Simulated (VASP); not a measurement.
Crystal: HgSbSe2.

```
CELL_PARAMETERS angstrom
2.03786 1.17656 7.17108
-2.03786 1.17656 7.17108
0.00000 -2.35312 7.17108
ATOMIC_POSITIONS crystal
Hg 0.00000 0.00000 0.00000
Sb 0.50000 0.50000 0.50000
Se 0.22200 0.22200 0.22200
Se 0.77800 0.77800 0.77800
```

| Quantity | Value |
| --- | --- |
| Program | VASP 6.6.1 |
| Task | relaxation of cell and atoms |
| Functional | PBE |
| Potentials or basis | VASP PAW PBE potentials, release 64 (Hg, Sb, Se) |
| Cutoff | 600 eV |
| k mesh | 6 × 6 × 6 |
| Occupations | gaussian, width 0.1 eV |
| Spin | no spin polarisation |

At the start: pressure 11.8 GPa; volume 25.79 Å³/atom.

Problem. How do energy, volume and symmetry change on relaxing?

Solution. Over 14 steps the energy falls by 355.0 meV/atom and the volume is 26.32 Å³/atom (+2.0 %); space group R-3m (No. 166, to 0.05 Å).

Step by step:
| step | energy change (eV) | largest force (eV/Å) | pressure (GPa) | volume (Å³) |
| --- | --- | --- | --- | --- |
| 1 | 0.0000 | 2.7037 | 11.84 | 103.16 |
| 2 | -0.7457 | 0.2630 | -3.80 | 134.27 |
| 3 | -0.8750 | 0.7767 | -0.94 | 123.73 |
| 4 | -0.9521 | 0.7658 | -0.88 | 121.82 |
| 5 | -1.1572 | 0.6542 | -0.63 | 116.15 |
| 6 | -1.2730 | 0.0069 | 0.71 | 105.15 |
| 7 | -1.2944 | 0.2075 | 0.12 | 108.36 |
| 8 | -1.3651 | 0.0506 | -0.24 | 107.29 |
| 9 | -1.4002 | 0.1349 | -0.37 | 106.14 |
| 10 | -1.4029 | 0.2051 | -0.37 | 105.73 |
| 11 | -1.4103 | 0.0019 | 1.25 | 102.92 |
| 12 | -1.4132 | 0.0724 | 0.67 | 103.89 |
| 13 | -1.4194 | 0.0098 | -0.19 | 105.63 |
| 14 | -1.4199 | 0.0234 | -0.01 | 105.26 |

Final structure:
```
Hg Sb Se
1.0
     2.10815    1.21714    6.83712
    -2.10815    1.21714    6.83712
     0.00000   -2.43428    6.83712
Hg Sb Se
1 1 2
Direct
  0.00000 0.00000 0.00000
  0.50000 0.50000 0.50000
  0.24572 0.24572 0.24572
  0.75428 0.75428 0.75428
```
